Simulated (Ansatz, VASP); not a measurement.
LiBeF3: VASP beside Ansatz

```
Li Be F
1.0
     2.76768    0.00000    0.00000
     0.00000    2.61392    4.08494
     0.00000   -2.61392    4.08494
Li Be F
1 1 3
Cartesian
  1.3838 0.0000 5.6696
  0.0000 0.0000 0.4475
  1.3838 0.0000 7.7177
  0.0000 1.3179 5.3355
  0.0000 -1.3179 5.3355
```

Alike in both runs: functional PBE; k mesh 8 × 6 × 6; no spin polarisation.

Ansatz relaxed the structure, and its values are those at the end. VASP's run is a single point on that final structure, the one shown.

|  | VASP | Ansatz |
| --- | --- | --- |
| version | VASP 6.6.1 | Ansatz 0.2.0 |
| potentials or method | VASP PAW PBE potentials, release 64 (Li_sv, Be, F), cutoff 520 eV | scalar-relativistic, plane waves, PAW |
| occupations | gaussian, width 0.01 eV | fixed |
| valence electrons in the cell | 26 | 26 |

```tsv
	VASP	Ansatz	Ansatz less VASP
gap on the k mesh at the Fermi level (eV)	7.52	7.53	+0.015
least direct gap on the mesh (eV)	7.56	7.57	+0.013
rms of the force components (eV/Å)	0.017	0.000	-0.0169
```

Noted on VASP's run: the cutoff is short for stress, so the pressure is rough.
